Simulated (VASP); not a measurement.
Runs of VASP 6.6.1 on Ta6Mo. The structure is that of space group R-3m (No. 166), or close to it. The cells are those of the table. 

```csv
task,cell,k mesh,cutoff (eV),gap on the mesh (eV),pressure (GPa),largest force (eV/Å)
single point,"a = 4.671, b = 4.671, c = 7.147 Å, angles 70.9, 70.9, 60.0°, 7 atoms",6 × 6 × 6,520,none,0.3,0.03
single point,"a = 7.211 Å, angles 37.6°, 7 atoms",4 × 4 × 4,520,none,0.1,(a)
relaxation of cell and atoms,"relaxed from a = 7.149 Å, angles 37.9°, 7 atoms",4 × 4 × 4,600,none,0.1,0.05
single point,"a = 4.672, b = 4.673, c = 7.149 Å, angles 70.9, 70.9, 60.0°, 7 atoms",6 × 6 × 6,520,none,0.1,0.01
```

Alike in all rows: level PBE; potentials or basis VASP PAW PBE potentials, release 64 (Ta_pv, Mo_sv); no spin polarisation; smearing gaussian 0.2 eV.

Task: Fill in the values left out.

Result: (a) 0.02.

Caveats: some runs use coarse meshes; spin-orbit coupling is left out, which moves the levels of the heavy elements; the relaxation stopped at a loose force limit of 0.08 eV/Å, so its end isn't a converged minimum (some runs).

A k mesh can miss the band edges, and the runs leave out spin-orbit coupling on Mo, Ta.

A gap of «none» marks levels without a gap at the run's occupations.
